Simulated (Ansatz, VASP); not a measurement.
# One calculation of Ta, two programs

INCAR

```
SYSTEM = Ta
PREC     = Accurate       ! precision mode
ENCUT    = 400            ! plane-wave cutoff, eV
EDIFF    = 1E-6           ! SCF threshold, eV
ISMEAR   = 1              ! smearing method
SIGMA    = 0.1            ! smearing width, eV
LREAL    = .FALSE.        ! projectors in reciprocal space
LASPH    = .TRUE.         ! aspherical terms in the spheres
NELM     = 120            ! most SCF steps
ALGO     = Normal         ! electronic algorithm
ISIF     = 2              ! what is computed and relaxed
LWAVE    = .FALSE.        ! write WAVECAR
LCHARG   = .FALSE.        ! write CHGCAR
LDIPOL   = .TRUE.       
IDIPOL   = 3            
DIPOL    = 0.5 0.5 0.407
GGA      = PS             ! functional
IVDW     = 12             ! dispersion correction
NBANDS   = 54             ! bands
GGA_COMPAT= .FALSE.      
NELMDL   = -8
```

The input KPOINTS:

```
Automatic mesh
0
G
  10 8 1
  0 0 0
```

The input POSCAR:

```
Ta
1.0
    3.1806759268      0.0000000000      0.0000000000
    0.0000000000      4.4336694738      0.0000000000
    0.0000000000      0.0000000000     25.8832854534
Ta
8
Direct
    0.0000000000      0.0000000000      0.2704448016
    0.5000000000      0.5000000000      0.2704448016
    0.5000000000      0.0002882511      0.3607310855
    0.0000000000      0.4997117489      0.3607310855
    0.0000000000     -0.0004893242      0.4519141645
    0.5000000000      0.5004893242      0.4519141645
    0.5000000000      0.0057089463      0.5443422709
    0.0000000000      0.4942910537      0.5443422709
```

Input for Ansatz:

```yaml
crystal:
  lattice:
    - [3.1806759268, 0.0, 0.0]
    - [0.0, 4.4336694738, 0.0]
    - [0.0, 0.0, 25.8832854534]
  atoms:
    - { symbol: Ta, position: [0.0, 0.0, 0.2704448016] }
    - { symbol: Ta, position: [0.5, 0.5, 0.2704448016] }
    - { symbol: Ta, position: [0.5, 0.0002882511, 0.3607310855] }
    - { symbol: Ta, position: [0.0, 0.4997117489, 0.3607310855] }
    - { symbol: Ta, position: [0.0, -0.0004893242, 0.4519141645] }
    - { symbol: Ta, position: [0.5, 0.5004893242, 0.4519141645] }
    - { symbol: Ta, position: [0.5, 0.0057089463, 0.5443422709] }
    - { symbol: Ta, position: [0.0, 0.4942910537, 0.5443422709] }
basis:
  ecutwfc: 420
kpoints:
  mp_grid: { grid: [10, 8, 1] }
hamiltonian:
  xc: pbesol
  dispersion: d3bj
  pseudopotentials: { kind: paw, azcp: { folder: soft_1 } }
scf:
  occupations: { method: methfessel_paxton, width: 0.1 }
  n_extra_bands: 8
  max_iter: 160
output:
  forces: true
  eigenvalues: true
  write_density: true
  write_potential: true
  elf: true
  volumetric_format: npy
efield:
  axis: 3
  dipole_correction: true
```

Alike in both runs: task single point; functional PBEsol; dispersion D3(BJ); k mesh 10 × 8 × 1; occupations methfessel-paxton of order 1, width 0.1 eV; no spin polarisation.

```csv
,VASP,Ansatz
version,VASP 6.6.1,Ansatz 0.2.0
potentials or method,"VASP PAW PBE potentials, release 64 (Ta_pv), cutoff 400 eV","scalar-relativistic, plane waves, PAW"
valence electrons in the cell,88,104
```

|  | VASP | Ansatz | Ansatz less VASP |
| --- | --- | --- | --- |
| gap on the k mesh at the Fermi level (eV) | none | none | - |
| rms of the force components (eV/Å) | 0.156 | 0.155 | -0.0008 |

VASP's potentials were made for PBE, not for PBEsol, and Ansatz warns of the same on its side. Atom by atom the forces differ by 0.005 eV/Å (rms over components). A gap of «none» marks a metal or a gap that the smearing closes. VASP's potentials hold 88 valence electrons a cell and Ansatz's 104, so a difference there can come from the potentials and not from the codes. Ansatz's warnings: xc potential rough in thin density.

Spin-orbit coupling is off throughout.
